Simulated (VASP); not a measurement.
Crystal: NaH.

```xyz
2
Lattice="0.0839 2.4814 2.4814 2.4814 0.0839 2.4814 2.4814 2.4814 0.0839" Properties=species:S:1:pos:R:3 pbc="T T T"
Na    0.0000    0.0000    0.0000
H     2.5234    2.5234    2.5234
```

This cell differs from its parent crystal: strain along [111] +5.2%.

Base run:

```yaml
Program: VASP 6.6.1
Functional: r2SCAN
Potentials_or_basis: VASP PAW PBE potentials, release 64 (Na_pv, H)
Cutoff: 520 eV
k_mesh: 10 × 10 × 10
Occupations: gaussian, width 0.01 eV
Spin: no spin polarisation
```

Its results: band gap on the k mesh 4.02 eV (least direct gap 5.05 eV); pressure -1.4 GPa.

**Question.** The run is repeated on the same cell with these changes: functional from r2SCAN to PBE; occupations from gaussian, width 0.01 eV to fermi-dirac, width 0.02 eV. What comes out?

**Answer.** Band gap on the k mesh 3.42 eV (least direct gap 4.45 eV); pressure -0.7 GPa.

Caveats: the PAW data sets were made with another functional, which shifts forces and pressure a little (at least some runs).

A k mesh can miss the band edges.
